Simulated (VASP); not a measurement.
Runs of VASP 6.6.1 on Hf2Si3. The structure is that of space group Cmmm (No. 65), or close to it. The cells are those of the table. 

```tsv
task	cell	k mesh	cutoff (eV)	gap on the mesh (eV)	pressure (GPa)	largest force (eV/Å)
single point	a = 3.809, b = 3.809, c = 6.660 Å, angles 90.0, 90.0, 93.1°, 5 atoms	4 × 4 × 4	520	none	(a)	1.67
relaxation of cell and atoms	relaxed from a = 3.809, b = 3.809, c = 6.660 Å, angles 90.0, 90.0, 93.1°, 5 atoms	4 × 4 × 4	600	none	-0.2	0.02
single point	a = 4.545, b = 4.545, c = 7.718 Å, angles 90.0, 90.0, 115.7°, 5 atoms	10 × 10 × 6	520	none	-0.2	-
single point	a = 4.544, b = 4.544, c = 7.705 Å, angles 90.0, 90.0, 114.9°, 5 atoms	4 × 4 × 4	520	none	-0.1	-
```

Alike in all rows: level PBE; potentials or basis VASP PAW PBE potentials, release 64 (Hf_pv, Si); no spin polarisation; smearing gaussian 0.1 eV.

Estimate the missing entries.

(a) 49.9.

Caveats: some runs use coarse meshes; spin-orbit coupling is left out, which moves the levels of the heavy elements; forces of over 1 eV/Å act on the atoms, so gaps and moduli don't describe the material at rest (some runs).

A k mesh can miss the band edges, and the runs leave out spin-orbit coupling on Hf.

A gap of «none» marks levels without a gap at the run's occupations.
